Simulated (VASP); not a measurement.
Wanted: the native input for a VASP 6.6.1 run.

```yaml
Task: electric field gradients
Functional: PBE
Potentials_or_basis: VASP PAW PBE potentials, release 64 (Ca_sv, Se)
Cutoff: 400 eV
k_mesh: 7 × 7 × 7
Occupations: fermi-dirac, width 0.01 eV
Spin: no spin polarisation
Dipole_correction: no
Further_INCAR_settings: ALGO = Normal; EDIFF = 1e-08; NBANDS = 15
```

The structure of CaSe lies in POSCAR:

```
CaSe
1.0
    0.0000000000      2.9340763353      3.0003400000
    2.9340763353      0.0000000000      3.0003400000
    2.9340763353      2.9340763353      0.0000000000
Ca Se
1 1
Direct
    0.0000000000      0.0000000000      0.0000000000
    0.5000000000      0.5000000000      0.5000000000
```

This cell differs from its parent crystal: z stretched by +1.5 % at fixed volume.

The input as run:

INCAR

```
SYSTEM = CaSe
PREC     = Accurate       ! precision mode
ENCUT    = 400            ! plane-wave cutoff, eV
EDIFF    = 1E-8           ! SCF threshold, eV
ISMEAR   = -1             ! smearing method
SIGMA    = 0.01           ! smearing width, eV
LREAL    = .False.        ! projectors in reciprocal space
LASPH    = .True.         ! aspherical terms in the spheres
NELM     = 120            ! most SCF steps
ALGO     = Normal         ! electronic algorithm
ISIF     = 2              ! what is computed and relaxed
LWAVE    = .False.        ! write WAVECAR
LCHARG   = .False.        ! write CHGCAR
GGA      = PE             ! functional
LEFG     = .True.       
NBANDS   = 15             ! bands
GGA_COMPAT= .False.
```

KPOINTS

```
Automatic mesh
0
Gamma
  7 7 7
  0 0 0
```

Potentials or basis: VASP PAW PBE potentials, release 64 (Ca_sv, Se).

Command:

```console
$ cat potpaw_PBE.64/Ca_sv/POTCAR potpaw_PBE.64/Se/POTCAR > POTCAR
$ mpirun -np 1 vasp_std > vasp.out
```

It gave:

```
Pressure                                : 1.4 GPa
Band gap on the k mesh                  : 2.08 eV (least direct gap 2.94 eV)
Largest electric field gradient by atom : Ca +7.4; Se +13.6 V/Å²
```

Caveat: without QUAD_EFG the Cq values of the log hold for a quadrupole moment of 1 mb, not for the nuclei.

Wall time 48 s on 1 thread of Intel Xeon 8259CL (shared host), peak memory 0.17 GiB.
